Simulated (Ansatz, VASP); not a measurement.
## Two plane-wave programs on PtS2

Contents of INCAR:

```
PREC = Accurate ; ENCUT = 520
EDIFF = 1E-7 ; ISMEAR = 0
SIGMA = 0.05 ; LREAL = False
LASPH = True ; NELM = 60
ALGO = Normal ; ISIF = 2
LWAVE = False ; LCHARG = True
GGA = PS ; LELF = True
LVHAR = True ; NBANDS = 18
```

File KPOINTS:

```
Automatic mesh
0
Gamma
  12 12 8
```

File POSCAR:

```
PtS2
1.0
    3.5431994758      0.0000000000      0.0000000000
   -1.7715997379      3.0685007567      0.0000000000
    0.0000000000      0.0000000000      5.0388000000
Pt S
1 2
Direct
    0.0000000000      0.0000000000      0.0000000000
    0.2931817771      0.6992558716      0.2500000000
    0.6666666667      0.3333333333      0.7500000000
```

Input for Ansatz:

```yaml
crystal:
  lattice:
    - [3.5431994758, 0.0, 0.0]
    - [-1.7715997379, 3.0685007567, 0.0]
    - [0.0, 0.0, 5.0388]
  atoms:
    - { symbol: Pt, position: [0.0, 0.0, 0.0] }
    - { symbol: S, position: [0.2931817771, 0.6992558716, 0.25] }
    - { symbol: S, position: [0.6666666667, 0.3333333333, 0.75] }
basis:
  ecutwfc: 420
kpoints:
  mp_grid: { grid: [12, 12, 8] }
hamiltonian:
  xc: pbesol
scf:
  occupations: { method: gaussian, width: 0.05 }
output:
  forces: true
  stress: true
  eigenvalues: true
```

Alike in both runs: task single point; functional PBEsol; k mesh 12 × 12 × 8; occupations gaussian, width 0.05 eV; no spin polarisation.

|  | VASP | Ansatz |
| --- | --- | --- |
| version | VASP 6.6.1 | Ansatz 0.2.0 |
| potentials or method | VASP PAW PBE potentials, release 64 (Pt, S), cutoff 520 eV | scalar-relativistic, plane waves, PAW |
| valence electrons in the cell | 22 | 30 |

|  | VASP | Ansatz | Ansatz less VASP |
| --- | --- | --- | --- |
| gap on the k mesh at the Fermi level (eV) | 0.34 | 0.33 | -0.009 |
| least direct gap on the mesh (eV) | 0.53 | 0.52 | -0.008 |
| pressure (GPa) | -0.8 | -0.5 | +0.25 |
| traceless stress, the component that is largest in VASP (GPa) | 7.38 | 7.39 | +0.008 |
| rms of the force components (eV/Å) | 1.084 | 1.080 | -0.0040 |

VASP's potentials were made for PBE, not for PBEsol. Atom by atom the forces differ by 0.012 eV/Å (rms over components). VASP's potentials hold 22 valence electrons a cell and Ansatz's 30, so a difference there can come from the potentials and not from the codes.

Neither program's run includes spin-orbit coupling.
